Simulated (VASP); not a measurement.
Write the native input for VASP 6.6.1 that does the following.

```yaml
Task: single point
Functional: PBEsol
Potentials_or_basis: VASP PAW PBE potentials, release 64 (Ta_pv, N)
Cutoff: 600 eV
k_mesh: 5 × 5 × 5
Occupations: fermi-dirac, width 0.1 eV
Spin: no spin polarisation
Dipole_correction: no
Further_INCAR_settings: ALGO = Normal; EDIFF = 1e-06; NBANDS = 42
```

The structure of TaN lies in POSCAR:

```
TaN
1.0
    4.3740966116      0.0000000000      0.0000000000
    0.0000000000      4.3740966116      0.0000000000
    0.0000000000      0.0000000000      4.3740966116
Ta N
4 4
Direct
    0.0000000000      0.0000000000      0.0000000000
    0.0000000000      0.5000000000      0.5000000000
    0.5000000000      0.0000000000      0.5000000000
    0.5000000000      0.5000000000      0.0000000000
    0.5000000000      0.5000000000      0.5000000000
    0.0000000000      0.0000000000      0.5000000000
    0.0000000000      0.5000000000      0.0000000000
    0.5000000000      0.0000000000      0.0000000000
```

These files were run (other wordings do the same):

INCAR

```
SYSTEM = TaN
PREC     = Accurate       ! precision mode
ENCUT    = 600            ! plane-wave cutoff, eV
EDIFF    = 1E-6           ! SCF threshold, eV
ISMEAR   = -1             ! smearing method
SIGMA    = 0.1            ! smearing width, eV
LREAL    = .False.        ! projectors in reciprocal space
LASPH    = .True.         ! aspherical terms in the spheres
NELM     = 120            ! most SCF steps
ALGO     = Normal         ! electronic algorithm
ISIF     = 2              ! what is computed and relaxed
LWAVE    = .False.        ! write WAVECAR
LCHARG   = .False.        ! write CHGCAR
GGA      = PS             ! functional
NBANDS   = 42             ! bands
GGA_COMPAT= .False.
```

KPOINTS

```
Automatic mesh
0
Gamma
  5 5 5
  0 0 0
```

Potentials or basis: VASP PAW PBE potentials, release 64 (Ta_pv, N).

Command:

```console
$ cat potpaw_PBE.64/Ta_pv/POTCAR potpaw_PBE.64/N/POTCAR > POTCAR
$ mpirun -np 1 vasp_std > vasp.out
```

It gave:

* Pressure: 0.9 GPa
* Band gap on the k mesh: zero (bands 32 and 33 overlap by 3.14 eV)

Caveat: the PAW data sets were made with another functional, which shifts forces and pressure a little; spin-orbit coupling is left out, which moves the levels of the heavy elements.

Run time: 20 s on 1 thread of Intel(R) Xeon(R) 6975P-C (Granite Rapids), on a shared host, peak memory 0.21 GiB.
